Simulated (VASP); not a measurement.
# Al3Ga3N2 (P3m1) in VASP: a series of runs, part 2 of 2

VASP 6.6.1. The steps go on from the part before.

## Step 3: Single point, PBE, collinear spin, ferromagnetic start

INCAR reads:

```
SYSTEM = Al3Ga3N2
PREC = Accurate ; ENCUT = 520
EDIFF = 1E-6 ; ISMEAR = 0
SIGMA = 0.1 ; LREAL = .False.
LASPH = .True. ; NELM = 150
ALGO = Normal ; ISIF = 2
LWAVE = .False. ; LCHARG = .True.
ISPIN = 2 ; MAGMOM = 0 0 0 0 0 0 1 1
LORBIT = 11 ; GGA = PE
LELF = .True. ; LVHAR = .True.
NBANDS = 43
```

KPOINTS reads:

```
regular mesh
0
Gamma
  6 6 2
  0 0 0
```

POSCAR reads:

```
Al3Ga3N2
1.0
    3.0678989354      0.0000000000      0.0000000000
   -1.5339494677      2.6568784143      0.0000000000
    0.0000000000      0.0000000000     14.7018236318
Al Ga N
3 3 2
Direct
    0.3333333333      0.6666666667      0.1760258049
    0.0000000000      0.0000000000      0.3519499908
    0.0000000000      0.0000000000      0.0028654665
    0.3333333333      0.6666666667      0.5167123448
    0.3333333333      0.6666666667      0.8476898929
    0.6666666667      0.3333333333      0.6775406211
    0.0000000000      0.0000000000      0.1341486351
    0.3333333333      0.6666666667      0.3060672439
```

Potentials or basis: VASP PAW PBE potentials, release 64 (Al, Ga_d, N).

The run is started by

```bash
$ cat potpaw_PBE.64/Al/POTCAR potpaw_PBE.64/Ga_d/POTCAR potpaw_PBE.64/N/POTCAR > POTCAR
$ mpirun -np 1 vasp_std > vasp.out
```

OUTCAR:

```text
SYSTEM = Al3Ga3N2
   PREC = Accurate
   ENCUT = 520
   EDIFF = 1E-6
   ISMEAR = 0
   LREAL = .False.
   LASPH = .True.
   NELM = 150
   ISIF = 2
   ISPIN = 2
   LORBIT = 11
   GGA = PE

 ion  position               nearest neighbor table
   1  0.333  0.667  0.176-   7 1.88   7 1.88   7 1.88   8 1.91   3 3.10   3 3.10   3 3.10   2 3.13
                             2 3.13   2 3.13
   2  0.000  0.000  0.352-   8 1.90   8 1.90   8 1.90   4 3.00   4 3.00   4 3.00   1 3.13   1 3.13
                             1 3.13
   3  0.000  0.000  0.003-   7 1.93   5 2.89   5 2.89   5 2.89   1 3.10   1 3.10   1 3.10
   4  0.333  0.667  0.517-   2 3.00   2 3.00   2 3.00
   5  0.333  0.667  0.848-   3 2.89   3 2.89   3 2.89
   6  0.667  0.333  0.678-
   7  0.000  0.000  0.134-   1 1.88   1 1.88   1 1.88   3 1.93
   8  0.333  0.667  0.306-   2 1.90   2 1.90   2 1.90   1 1.91

  LATTYP: Found a hexagonal cell.
 ALAT       =     3.0678989354
 C/A-ratio  =     4.7921473104

  Lattice vectors:

 A1 = (   3.0678989354,   0.0000000000,   0.0000000000)
 A2 = (  -1.5339494677,   2.6568784143,   0.0000000000)
 A3 = (   0.0000000000,   0.0000000000,  14.7018236318)

Analysis of symmetry for initial positions (statically):
=====================================================================
 Subroutine PRICEL returns:
 Original cell was already a primitive cell.

 Routine SETGRP: Setting up the symmetry group for a
 hexagonal supercell.

 Subroutine GETGRP returns: Found  6 space group operations
 (whereof  6 operations were pure point group operations)
 out of a pool of 24 trial point group operations.

The static configuration has the point symmetry C_3v.

Analysis of symmetry for dynamics (positions and initial velocities):
=====================================================================
 Subroutine PRICEL returns:
 Original cell was already a primitive cell.

 Routine SETGRP: Setting up the symmetry group for a
 hexagonal supercell.

 Subroutine GETGRP returns: Found  6 space group operations
 (whereof  6 operations were pure point group operations)
 out of a pool of 24 trial point group operations.

The dynamic configuration has the point symmetry C_3v.

Analysis of structural, dynamic, and magnetic symmetry:
=====================================================================
 Subroutine PRICEL returns:
 Original cell was already a primitive cell.

 Routine SETGRP: Setting up the symmetry group for a
 hexagonal supercell.

 Subroutine GETGRP returns: Found  6 space group operations
 (whereof  6 operations were pure point group operations)
 out of a pool of 24 trial point group operations.

The overall configuration has the point symmetry C_3v.

 Subroutine INISYM returns: Found  6 space group operations
 (whereof  6 operations are pure point group operations),
 and found     1 'primitive' translations

----------------------------------------------------------------------------------------

                                     Primitive cell

  volume of cell :     119.8351

  direct lattice vectors                    reciprocal lattice vectors
     3.067898935  0.000000000  0.000000000     0.325955979  0.188190772  0.000000000
    -1.533949468  2.656878414  0.000000000     0.000000000  0.376381544  0.000000000
[... 100 lines left out ...]
   EFERMI =   0.00;   METHOD = LEGACY
   ISMEAR =     0;   SIGMA  =   0.10  broadening in eV -4-tet -1-fermi 0-gaus
   EFERMI_NEDOS =   21; number of points for ismear=-14 and -15
   IALGO  =     38    algorithm
   IMIX   =      4    mixing-type and parameters
     AMIX     =   0.40;   BMIX     =  1.00
     AMIX_MAG =   1.60;   BMIX_MAG =  1.00
  volume/ion in A,a.u.               =      14.98       101.09
  Fermi-wavevector in a.u.,A,eV,Ry     =   1.285354  2.428967 22.478670  1.652136
  Thomas-Fermi vector in A             =   2.417494
   LORBIT       =     11    0 simple, 1 ext, 2 COOP (PROOUT), +10 PAW based schemes
   GGA     = PE    functional components
   LHFCALC =     F    Hartree Fock is set to
   AEXX    =    0.0000 exact exchange contribution
   IVDW    =     0    specifies the selected vdW correction
   LEPSILON=     F    determine dielectric tensor
   LRPA    =     F    only Hartree local field effects (RPA)
 spin polarized calculation
 Gauss-broadening in eV      SIGMA  =   0.10
  energy-cutoff  :      520.00
  volume of cell :      119.84
 maximum number of plane-waves:      3252
 NGX is ok and might be reduce to    24
   NGX = 11   NGY = 11   NGZ = 55

 number of electron      57.9999978 magnetization       0.0006230

 Free energy of the ion-electron system (eV)
  ---------------------------------------------------
  ext. energy  EPLUGINS =         0.00000000
  ---------------------------------------------------
  free energy    TOTEN  =       -41.08472090 eV

  energy without entropy =      -41.06782629  energy(sigma->0) =      -41.07627360

 E-fermi :   6.5123     XC(G=0): -10.6779

 val. band max:        6.4709228236   @ k =   0.3333   0.1667   0.5000
 cond. band min:       6.5137495206   @ k =   0.3333   0.3333   0.5000
 fundamental gap:      0.0428266969
 Fermi energy:         6.5123058497

 spin component 1

 k-point     1 :       0.0000    0.0000    0.0000
  band No.  band energies     occupation
      1     -10.5881      1.00000
      2      -9.6098      1.00000
      3      -8.3301      1.00000
      4      -8.3040      1.00000
      5      -8.2828      1.00000
      6      -8.2828      1.00000
[... 605 lines left out ...]
     40      12.5984      0.00000
     41      13.0423      0.00000
 Fermi energy:         6.5123058497

 spin component 2

 k-point     1 :       0.0000    0.0000    0.0000
  band No.  band energies     occupation
      1     -10.5881      1.00000
      2      -9.6098      1.00000
      3      -8.3301      1.00000
      4      -8.3040      1.00000
      5      -8.2828      1.00000
      6      -8.2828      1.00000
[... 605 lines left out ...]
     40      12.5986      0.00000
     41      13.0423      0.00000
 [bands above 41 left out]

------------------------ aborting loop because EDIFF is reached ----------------------------------------

  FORCE on cell =-STRESS in cart. coord.  units (eV):
  Direction    XX          YY          ZZ          XY          YZ          ZX
  --------------------------------------------------------------------------------------
  -------------------------------------------------------------------------------------
  Total       -0.1028997     -0.1028997      0.1764832     -0.0000000      0.0000000     -0.0000000
  in kB       -1.3757544     -1.3757544      2.3595551     -0.0000000      0.0000000     -0.0000000
  external PRESSURE =      -0.1306513 kB  Pullay stress =       0.0000000 kB

 VOLUME and BASIS-vectors are now :
 -----------------------------------------------------------------------------
  energy-cutoff  :      520.00
  volume of cell :      119.84
      direct lattice vectors                 reciprocal lattice vectors
     3.067898935  0.000000000  0.000000000     0.325955979  0.188190772  0.000000000
    -1.533949468  2.656878414  0.000000000     0.000000000  0.376381544  0.000000000
     0.000000000  0.000000000 14.701823632     0.000000000  0.000000000  0.068018773

 POSITION                                       TOTAL-FORCE (eV/Angst)
 -----------------------------------------------------------------------------------
     -0.00000      1.77125      2.58790         0.000000      0.000000     -0.043107
      0.00000      0.00000      5.17431        -0.000000     -0.000000     -0.045828
      0.00000      0.00000      0.04213         0.000000     -0.000000     -0.031288
     -0.00000      1.77125      7.59661         0.000000     -0.000000      0.023690
     -0.00000      1.77125     12.46259        -0.000000     -0.000000     -0.007788
      1.53395      0.88563      9.96108         0.000000     -0.000000     -0.018377
      0.00000      0.00000      1.97223         0.000000     -0.000000      0.088294
     -0.00000      1.77125      4.49975        -0.000000     -0.000000      0.034405
 -----------------------------------------------------------------------------------
    total drift:                               -0.000000     -0.000000     -0.000151

  FREE ENERGIE OF THE ION-ELECTRON SYSTEM (eV)
  ---------------------------------------------------
  free  energy   TOTEN  =       -41.0847209019 eV

  energy  without entropy=      -41.0678262932  energy(sigma->0) =      -41.07627360

 total charge

# of ion       s       p       d       tot
------------------------------------------
    1        0.372   0.448   0.000   0.820
    2        0.372   0.400   0.000   0.772
    3        0.407   0.336   0.000   0.743
    4        1.027   0.542   9.952  11.521
    5        1.039   0.514   9.958  11.511
    6        1.038   0.504   9.950  11.492
    7        1.232   2.628   0.000   3.859
    8        1.233   2.615   0.000   3.848
--------------------------------------------------
tot          6.719   7.987  29.859  44.565

 magnetization (x)

# of ion       s       p       d       tot
------------------------------------------
    1        0.000   0.000   0.000   0.000
    2        0.000   0.000   0.000   0.000
    3        0.000   0.000   0.000   0.000
    4        0.000   0.000   0.000   0.000
    5       -0.000   0.000   0.000   0.000
    6        0.000   0.000   0.000   0.000
    7       -0.000  -0.000   0.000  -0.000
    8        0.000  -0.000   0.000  -0.000
--------------------------------------------------
tot          0.000   0.000   0.000   0.000
```

It took 4.5 min on 1 thread of Intel Xeon 8259CL, shared host; peak memory 0.35 GiB.

What came out:

- Free energy: -41.0847 eV
- Pressure: 0.0 GPa
- Largest force: 0.088 eV/Å
- Band gap on the k mesh: zero (filled and empty bands overlap)
- Net moment: 0.00 μB per cell
- Valence electrons inside the program's atomic spheres: Al 0.82, 0.77, 0.74; Ga 11.52, 11.51, 11.49; N 3.86, 3.85

Forces on the atoms (eV/Å):
```
Al   0.000  0.000 -0.043
Al   0.000  0.000 -0.046
Al   0.000  0.000 -0.031
Ga   0.000  0.000  0.024
Ga   0.000  0.000 -0.008
Ga   0.000  0.000 -0.018
N    0.000  0.000  0.088
N    0.000  0.000  0.034
```

Stress tensor (GPa, compression positive):
```
-0.14  0.00  0.00
 0.00 -0.14  0.00
 0.00  0.00  0.24
```

Levels at points of the mesh, in eV from the Fermi level:
Spin up:
| k point | band 27 | band 28 | band 29 | band 30 | band 31 | band 32 |
| --- | --- | --- | --- | --- | --- | --- |
| (0.00, 0.00, 0.00) | -2.52 | -2.11 | 1.39 | 2.85 | 4.98 | 5.91 |
| (0.50, 0.00, 0.00) | -3.30 | -2.27 | -1.80 | -0.64 | 0.37 | 1.86 |
| (0.00, 0.00, 0.50) | -2.52 | -1.15 | 0.52 | 3.86 | 4.37 | 5.89 |
| (0.50, 0.00, 0.50) | -3.30 | -2.45 | -1.93 | -0.46 | 0.61 | 1.78 |
Spin down:
```csv
k point,band 25,band 26,band 27,band 28,band 29,band 30,band 31,band 32,band 33,band 34
"(0.00, 0.00, 0.00)",-2.82,-2.52,-2.52,-2.11,1.39,2.85,4.98,5.91,8.54,8.76
"(0.50, 0.00, 0.00)",-3.93,-3.46,-3.30,-2.27,-1.80,-0.64,0.37,1.86,2.63,3.33
"(0.00, 0.00, 0.50)",-2.82,-2.52,-2.52,-1.15,0.52,3.86,4.37,5.89,8.08,8.88
"(0.50, 0.00, 0.50)",-3.89,-3.36,-3.30,-2.45,-1.93,-0.46,0.61,1.78,2.02,3.87
```

Caveat: the k points lie up to 0.39 Å⁻¹ apart.

## Step 4: Single point, PBE, collinear spin, ferromagnetic start

This run uses another cell than the first one, of 15.06 Å³/atom, 1.005 times its volume.

INCAR reads:

```
PREC = Accurate ; ENCUT = 520
EDIFF = 1E-6 ; ISMEAR = 0
SIGMA = 0.1 ; LREAL = F
LASPH = T ; NELM = 150
ALGO = Normal ; ISIF = 2
LWAVE = F ; LCHARG = F
ISPIN = 2 ; MAGMOM = 0 0 0 0 0 0 1 1
LORBIT = 11 ; GGA = PE
NBANDS = 43
```

KPOINTS reads:

```
regular mesh
0
Gamma
  6 6 2
```

POSCAR reads:

```
Al3Ga3N2
1.0
    3.0811825812      0.0000000000      0.0000000000
   -1.5405912906      2.6683823890      0.0000000000
    0.0000000000      0.0000000000     14.6532020164
Al Ga N
3 3 2
Direct
    0.3333333333      0.6666666667      0.1748992903
    0.0000000000      0.0000000000      0.0012625495
    0.6666666667      0.3333333333      0.6788631559
    0.0000000000      0.0000000000      0.3574679963
    0.3333333333      0.6666666667      0.5198001237
    0.3333333333      0.6666666667      0.8447603943
    0.0000000000      0.0000000000      0.1320840433
    0.3333333333      0.6666666667      0.3038624467
```

Potentials or basis: VASP PAW PBE potentials, release 64 (Al, Ga_d, N).

The run is started by

```bash
$ cat potpaw_PBE.64/Al/POTCAR potpaw_PBE.64/Ga_d/POTCAR potpaw_PBE.64/N/POTCAR > POTCAR
$ mpirun -np 1 vasp_std > vasp.out
```

OUTCAR:

```text
PREC = Accurate
   ENCUT = 520
   EDIFF = 1E-6
   ISMEAR = 0
   LREAL = F
   LASPH = T
   NELM = 150
   ISIF = 2
   ISPIN = 2
   LORBIT = 11
   GGA = PE

 ion  position               nearest neighbor table
   1  0.333  0.667  0.175-   7 1.89   7 1.89   7 1.89   8 1.89   2 3.10   2 3.10   2 3.10
   2  0.000  0.000  0.001-   7 1.92   6 2.90   6 2.90   6 2.90   1 3.10   1 3.10   1 3.10
   3  0.667  0.333  0.679-   5 2.93   5 2.93   5 2.93   6 3.01   6 3.01   6 3.01
   4  0.000  0.000  0.357-   8 1.94   8 1.94   8 1.94
   5  0.333  0.667  0.520-   3 2.93   3 2.93   3 2.93
   6  0.333  0.667  0.845-   2 2.90   2 2.90   2 2.90   3 3.01   3 3.01   3 3.01
   7  0.000  0.000  0.132-   1 1.89   1 1.89   1 1.89   2 1.92
   8  0.333  0.667  0.304-   1 1.89   4 1.94   4 1.94   4 1.94

  LATTYP: Found a hexagonal cell.
 ALAT       =     3.0811825812
 C/A-ratio  =     4.7557071450

  Lattice vectors:

 A1 = (   3.0811825812,   0.0000000000,   0.0000000000)
 A2 = (  -1.5405912906,   2.6683823890,   0.0000000000)
 A3 = (   0.0000000000,   0.0000000000,  14.6532020164)

Analysis of symmetry for initial positions (statically):
=====================================================================
 Subroutine PRICEL returns:
 Original cell was already a primitive cell.

 Routine SETGRP: Setting up the symmetry group for a
 hexagonal supercell.

 Subroutine GETGRP returns: Found  6 space group operations
 (whereof  6 operations were pure point group operations)
 out of a pool of 24 trial point group operations.

The static configuration has the point symmetry C_3v.

Analysis of symmetry for dynamics (positions and initial velocities):
=====================================================================
 Subroutine PRICEL returns:
 Original cell was already a primitive cell.

 Routine SETGRP: Setting up the symmetry group for a
 hexagonal supercell.

[... 183 lines left out ...]
      5      -8.4078      1.00000
      6      -8.4078      1.00000
[... 605 lines left out ...]
     40      12.6633      0.00000
     41      13.5624      0.00000
 Fermi energy:         6.5812992948

 spin component 2

 k-point     1 :       0.0000    0.0000    0.0000
  band No.  band energies     occupation
      1     -10.5211      1.00000
      2      -9.6741      1.00000
      3      -8.4310      1.00000
      4      -8.4250      1.00000
      5      -8.4078      1.00000
      6      -8.4078      1.00000
[... 605 lines left out ...]
     40      12.6637      0.00000
     41      13.5626      0.00000
 [bands above 41 left out]

------------------------ aborting loop because EDIFF is reached ----------------------------------------

  FORCE on cell =-STRESS in cart. coord.  units (eV):
  Direction    XX          YY          ZZ          XY          YZ          ZX
  --------------------------------------------------------------------------------------
  -------------------------------------------------------------------------------------
  Total        0.0194478      0.0194478      0.1659522      0.0000000     -0.0000000      0.0000000
  in kB        0.2586326      0.2586326      2.2069660      0.0000000     -0.0000000      0.0000000
  external PRESSURE =       0.9080770 kB  Pullay stress =       0.0000000 kB

 VOLUME and BASIS-vectors are now :
 -----------------------------------------------------------------------------
  energy-cutoff  :      520.00
  volume of cell :      120.48
      direct lattice vectors                 reciprocal lattice vectors
     3.081182581  0.000000000  0.000000000     0.324550712  0.187379441  0.000000000
    -1.540591291  2.668382389  0.000000000     0.000000000  0.374758882  0.000000000
     0.000000000  0.000000000 14.653202016     0.000000000  0.000000000  0.068244470

 POSITION                                       TOTAL-FORCE (eV/Angst)
 -----------------------------------------------------------------------------------
     -0.00000      1.77892      2.56283         0.000000      0.000000     -0.020349
      0.00000      0.00000      0.01850         0.000000     -0.000000     -0.025184
      1.54059      0.88946      9.94752         0.000000     -0.000000      0.012162
      0.00000      0.00000      5.23805        -0.000000     -0.000000     -0.000636
     -0.00000      1.77892      7.61674         0.000000      0.000000      0.003096
     -0.00000      1.77892     12.37844         0.000000     -0.000000      0.007121
      0.00000      0.00000      1.93545         0.000000     -0.000000      0.012248
     -0.00000      1.77892      4.45256        -0.000000     -0.000000      0.011541
 -----------------------------------------------------------------------------------
    total drift:                                0.000000     -0.000001     -0.000027

  FREE ENERGIE OF THE ION-ELECTRON SYSTEM (eV)
  ---------------------------------------------------
  free  energy   TOTEN  =       -39.4334405375 eV

  energy  without entropy=      -39.4203039628  energy(sigma->0) =      -39.42687225

 total charge

# of ion       s       p       d       tot
------------------------------------------
    1        0.371   0.444   0.000   0.815
    2        0.409   0.334   0.000   0.743
    3        0.461   0.267   0.000   0.728
    4        0.817   0.836  10.129  11.782
    5        1.022   0.541   9.955  11.518
    6        1.024   0.533   9.959  11.517
    7        1.231   2.619   0.000   3.851
    8        1.237   2.544   0.000   3.781
--------------------------------------------------
tot          6.574   8.118  30.043  44.734

 magnetization (x)

# of ion       s       p       d       tot
------------------------------------------
    1        0.000  -0.000   0.000   0.000
    2        0.000   0.000   0.000   0.000
    3        0.000   0.000   0.000   0.000
    4        0.000   0.000   0.000   0.000
    5        0.000   0.000   0.000   0.000
    6       -0.000   0.000   0.000   0.000
    7        0.000  -0.000   0.000  -0.000
    8        0.000  -0.000   0.000  -0.000
--------------------------------------------------
tot          0.000   0.000   0.000   0.000
```

Wall time 4.2 min (1 thread of Intel Xeon 8259CL, shared host); peak memory 0.34 GiB.

Results:

* Free energy: -39.4334 eV
* Pressure: 0.1 GPa
* Largest force: 0.025 eV/Å
* Band gap on the k mesh: zero (filled and empty bands overlap)
* Net moment: 0.00 μB per cell
* Valence electrons inside the program's atomic spheres: Al 0.81, 0.74, 0.73; Ga 11.78, 11.52; N 3.85, 3.78

Forces on the atoms (eV/Å):
```
Al   0.000  0.000 -0.020
Al   0.000  0.000 -0.025
Al   0.000  0.000  0.012
Ga   0.000  0.000 -0.001
Ga   0.000  0.000  0.003
Ga   0.000  0.000  0.007
N    0.000  0.000  0.012
N    0.000  0.000  0.012
```

Caveat: the k points lie up to 0.39 Å⁻¹ apart.
